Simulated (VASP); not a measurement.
# CaO (Fm-3m) in VASP: further runs, part 2 of 2

VASP 6.6.1. The steps go on from the part before.

### Step 3. Relaxation of cell and atoms, PBEsol+D4

File INCAR:

```
PREC     = Accurate       # precision mode
ENCUT    = 600            # plane-wave cutoff, eV
EDIFF    = 1E-6           # SCF threshold, eV
ISMEAR   = -1             # smearing method
SIGMA    = 0.05           # smearing width, eV
LREAL    = False          # projectors in reciprocal space
LASPH    = True           # aspherical terms in the spheres
NELM     = 80             # most SCF steps
ALGO     = Normal         # electronic algorithm
ISIF     = 3              # what is computed and relaxed
LWAVE    = False          # write WAVECAR
LCHARG   = False          # write CHGCAR
GGA      = PS             # functional
IVDW     = 13             # dispersion correction
IBRION   = 2              # ionic algorithm
NSW      = 80             # ionic steps
EDIFFG   = -0.02          # ionic threshold
```

File KPOINTS:

```
Automatic mesh
0
Gamma
  10 10 10
```

File POSCAR:

```
CaO
1.0
    0.0000000000      2.4035556960      2.4035556960
    2.4035556960      0.0000000000      2.4035556960
    2.4035556960      2.4035556960      0.0000000000
Ca O
1 1
Direct
    0.0000000000      0.0000000000      0.0000000000
    0.5000000000      0.5000000000      0.5000000000
```

Potentials or basis: VASP PAW PBE potentials, release 64 (Ca_sv, O).

Command:

```sh
cat potpaw_PBE.64/Ca_sv/POTCAR potpaw_PBE.64/O/POTCAR > POTCAR
mpirun -np 1 vasp_std > vasp.out
```

OUTCAR:

```text
PREC = Accurate
   ENCUT = 600
   EDIFF = 1E-6
   ISMEAR = -1
   LREAL = False
   LASPH = True
   NELM = 80
   ISIF = 3
   GGA = PS
   IVDW = 13
   IBRION = 2
   NSW = 80
   EDIFFG = -0.02

 ion  position               nearest neighbor table
   1  0.000  0.000  0.000-   2 2.40   2 2.40   2 2.40   2 2.40   2 2.40   2 2.40
   2  0.500  0.500  0.500-   1 2.40   1 2.40   1 2.40   1 2.40   1 2.40   1 2.40

  LATTYP: Found a face centered cubic cell.
 ALAT       =     4.8071113920

  Lattice vectors:

 A1 = (   0.0000000000,   2.4035556960,   2.4035556960)
 A2 = (   2.4035556960,   0.0000000000,   2.4035556960)
 A3 = (   2.4035556960,   2.4035556960,   0.0000000000)

Analysis of symmetry for initial positions (statically):
=====================================================================
 Subroutine PRICEL returns:
 Original cell was already a primitive cell.

 Routine SETGRP: Setting up the symmetry group for a
 face centered cubic supercell.

 Subroutine GETGRP returns: Found 48 space group operations
 (whereof 48 operations were pure point group operations)
 out of a pool of 48 trial point group operations.

The static configuration has the point symmetry O_h .

Analysis of symmetry for dynamics (positions and initial velocities):
=====================================================================
 Subroutine PRICEL returns:
 Original cell was already a primitive cell.

 Routine SETGRP: Setting up the symmetry group for a
 face centered cubic supercell.

 Subroutine GETGRP returns: Found 48 space group operations
 (whereof 48 operations were pure point group operations)
 out of a pool of 48 trial point group operations.

The dynamic configuration has the point symmetry O_h .

 Subroutine INISYM returns: Found 48 space group operations
 (whereof 48 operations are pure point group operations),
 and found     1 'primitive' translations

----------------------------------------------------------------------------------------

                                     Primitive cell

[... 104 lines left out ...]
   EFERMI =   0.00;   METHOD = LEGACY
   ISMEAR =    -1;   SIGMA  =   0.05  broadening in eV -4-tet -1-fermi 0-gaus
   EFERMI_NEDOS =   21; number of points for ismear=-14 and -15
   IALGO  =     38    algorithm
   IMIX   =      4    mixing-type and parameters
     AMIX     =   0.40;   BMIX     =  1.00
     AMIX_MAG =   1.60;   BMIX_MAG =  1.00
  volume/ion in A,a.u.               =      13.89        93.70
  Fermi-wavevector in a.u.,A,eV,Ry     =   1.362231  2.574243 25.247954  1.855672
  Thomas-Fermi vector in A             =   2.488738
   LORBIT       =      0    0 simple, 1 ext, 2 COOP (PROOUT), +10 PAW based schemes
   GGA     = PS    functional components
   LHFCALC =     F    Hartree Fock is set to
   AEXX    =    0.0000 exact exchange contribution
   IVDW    =    13    specifies the selected vdW correction
   LEPSILON=     F    determine dielectric tensor
   LRPA    =     F    only Hartree local field effects (RPA)
 conjugate gradient relaxation of ions
 non-spin polarized calculation
  energy-cutoff  :      600.00
  volume of cell :       27.77
 maximum number of plane-waves:       941
   NGX = 13   NGY = 13   NGZ = 13

--------------------------------------- Ionic step        1  -------------------------------------------

 number of electron      15.9999997 magnetization

 Free energy of the ion-electron system (eV)
  ---------------------------------------------------
  ext. energy  EPLUGINS =         0.00000000
  ---------------------------------------------------
  free energy    TOTEN  =       -13.41051433 eV

  energy without entropy =      -13.41051433  energy(sigma->0) =      -13.41051433

------------------------ aborting loop because EDIFF is reached ----------------------------------------

  DFT-D4 for vdW energy calculation

  Edisp (eV):   -0.18885
[... 71 lines left out ...]
--------------------------------------- Ionic step        3  -------------------------------------------

 number of electron      15.9999997 magnetization

 Free energy of the ion-electron system (eV)
  ---------------------------------------------------
  ext. energy  EPLUGINS =         0.00000000
  ---------------------------------------------------
  free energy    TOTEN  =       -13.41332190 eV

  energy without entropy =      -13.41332190  energy(sigma->0) =      -13.41332190

 E-fermi :   3.3149     XC(G=0): -10.8892

 val. band max:        2.3690420948   @ k =   0.0000   0.0000   0.0000
 cond. band min:       5.8888945085   @ k =   0.5000   0.5000   0.0000
 fundamental gap:      3.5198524137
 Fermi energy:         3.3149402442

 k-point     1 :       0.0000    0.0000    0.0000
  band No.  band energies     occupation
      1     -34.8936      2.00000
      2     -15.7108      2.00000
      3     -15.7108      2.00000
      4     -15.7108      2.00000
      5     -13.1351      2.00000
      6       2.3690      2.00000
      7       2.3690      2.00000
      8       2.3690      2.00000
      9       7.1839      0.00000
     10       8.6340      0.00000
     11       8.6340      0.00000
     12       8.6340      0.00000
[... 331 lines left out ...]
 k-point    24 :       0.4000    0.3000    0.0000
  band No.  band energies     occupation
      1     -34.7651      2.00000
      2     -16.4678      2.00000
      3     -15.9400      2.00000
      4     -15.9080      2.00000
      5     -12.5464      2.00000
      6       0.6395      2.00000
      7       1.7990      2.00000
      8       1.9049      2.00000
      9       6.5944      0.00000
     10      10.1867      0.00000
     11      11.3467      0.00000
     12      11.4519      0.00000

 [... further k-points ...]

------------------------ aborting loop because EDIFF is reached ----------------------------------------

  DFT-D4 for vdW energy calculation

  Edisp (eV):   -0.19535
[... 25 lines left out ...]
  FREE ENERGIE OF THE ION-ELECTRON SYSTEM (eV)
  ---------------------------------------------------
  free  energy   TOTEN  =       -13.6086760038 eV

  energy  without entropy=      -13.6086760037  energy(sigma->0) =      -13.60867600

 reached required accuracy - stopping structural energy minimisation
```

OSZICAR:

```text
N       E                     dE             d eps       ncg     rms          rms(c)
DAV:   1     0.140069336554E+03    0.14007E+03   -0.95482E+03  1128   0.153E+03
[... 26 lines left out ...]
DAV:   2    -0.134160271540E+02    0.13361E-01   -0.50524E-02  1236   0.222E+00    0.336E-01
DAV:   3    -0.134134669638E+02    0.25602E-02   -0.62265E-03  1892   0.104E+00    0.129E-01
DAV:   4    -0.134131995226E+02    0.26744E-03   -0.23977E-03  1768   0.456E-01    0.436E-02
DAV:   5    -0.134132093036E+02   -0.97810E-05   -0.22827E-05  1396   0.562E-02    0.415E-02
DAV:   6    -0.134133138380E+02   -0.10453E-03   -0.11003E-04  1812   0.644E-02    0.189E-02
DAV:   7    -0.134133219580E+02   -0.81200E-05   -0.24285E-05  1832   0.431E-02    0.290E-03
DAV:   8    -0.134133219047E+02    0.53328E-07   -0.43983E-07   736   0.669E-03
   3 F= -.13608676E+02 E0= -.13608676E+02  d E =-.931197E-02
```

CONTCAR:

```text
CaO
   1.00000000000000
     0.0000000000000000    2.3787880166834947    2.3787880166834947
     2.3787880166834947   -0.0000000000000000    2.3787880166834947
     2.3787880166834947    2.3787880166834947    0.0000000000000000
  Ca              O
     1     1
Direct
     0.0000000000000000    0.0000000000000000    0.0000000000000000
     0.5000000000000000    0.5000000000000000    0.5000000000000000

  0.00000000E+00  0.00000000E+00  0.00000000E+00
  0.00000000E+00  0.00000000E+00  0.00000000E+00
```

It took 41 s on 1 thread of AMD EPYC 7R13 (Zen 3), shared host; peak memory 0.15 GiB.

What came out:

```yaml
Free_energy: -13.6087 eV
Relaxed_volume: 13.46 Å³/atom
Relaxed_cell: a = 3.364 Å, b = 3.364 Å, c = 3.364 Å, α = 60.00°, β = 60.00°, γ = 60.00°
Space_group_after_relaxing_to_0.05_Å: Fm-3m (No. 225)
Energy_gained_by_relaxing: 4.7 meV/atom
Ionic_steps: 3
Pressure_after_relaxing: 0.0 GPa
Band_gap_on_the_k_mesh: 3.52 eV, indirect (least direct gap 3.89 eV)
Dispersion_energy_per_atom: -0.098 eV
```

Step by step:
| step | energy change (eV) | largest force (eV/Å) | pressure (GPa) | volume (Å³) |
| --- | --- | --- | --- | --- |
| 1 | 0.0000 | 0.0000 | -3.41 | 27.77 |
| 2 | -0.0079 | 0.0000 | 1.46 | 26.60 |
| 3 | -0.0093 | 0.0000 | 0.01 | 26.92 |

Final structure:
```cif
data_structure
_symmetry_space_group_name_H-M 'P 1'
_symmetry_Int_Tables_number 1
_cell_length_a 3.3641
_cell_length_b 3.3641
_cell_length_c 3.3641
_cell_angle_alpha 60.000
_cell_angle_beta 60.000
_cell_angle_gamma 60.000
_cell_volume 26.92
loop_
_atom_site_label
_atom_site_type_symbol
_atom_site_fract_x
_atom_site_fract_y
_atom_site_fract_z
_atom_site_occupancy
Ca1 Ca 0.00000 0.00000 0.00000 1
O1 O 0.50000 0.50000 0.50000 1
```

Levels at points of the mesh, in eV from the valence-band top:
| k point | band 4 | band 5 | band 6 | band 7 | band 8 | band 9 | band 10 | band 11 | band 12 |
| --- | --- | --- | --- | --- | --- | --- | --- | --- | --- |
| (0.00, 0.00, 0.00) | -18.08 | -15.50 | 0.00 | 0.00 | 0.00 | 4.81 | 6.27 | 6.27 | 6.27 |
| (0.50, 0.00, 0.00) | -18.14 | -14.13 | -2.77 | -1.28 | -1.28 | 7.16 | 8.54 | 8.54 | 8.57 |
| (0.50, 0.50, 0.00) | -18.34 | -15.26 | -1.30 | -0.37 | -0.37 | 3.52 | 8.27 | 9.10 | 9.80 |

Caveat: the PAW data sets were made with another functional, which shifts forces and pressure a little. A k mesh can miss the band edges.
